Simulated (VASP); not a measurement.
Runs of VASP 6.6.1 on PbS. The structure is that of space group Fm-3m (No. 225), or close to it. The cells are those of the table. 

| cell | gap on the mesh (eV) | pressure (GPa) |
| --- | --- | --- |
| a = 4.036, b = 4.036, c = 3.983 Å, angles 60.4, 60.4, 59.1°, 2 atoms | 0.23 | 9.8 |
| a = 3.983 Å, angles 60.0°, 2 atoms | 0.35 | (c) |
| a = 4.088 Å, angles 60.0°, 2 atoms | 0.05 | 5.2 |
| a = 4.298 Å, angles 60.0°, 2 atoms | 0.60 | (b) |
| a = 4.036, b = 4.036, c = 4.088 Å, angles 59.6, 59.6, 60.9°, 2 atoms | (a) | 7.4 |

Alike in all rows: task single point; level PBE+D3(BJ); potentials or basis VASP PAW PBE potentials, release 64 (Pb_d, S); no spin polarisation; k mesh 10 × 10 × 10; cutoff (eV) 520; smearing gaussian 0.03 eV.

Q: Fill in the values left out.

A: (a) 0.10; (b) -3.5; (c) 12.3.

Caveats: spin-orbit coupling is left out, which moves the levels of the heavy elements; the cell stands under pressure (at least some runs); the stress differs along the axes, from 6 to 12 GPa (at least some runs); the cell stands under tension (at least some runs); the stress differs along the axes, from 6 to 11 GPa (at least some runs).

A k mesh can miss the band edges, and the runs leave out spin-orbit coupling on Pb.
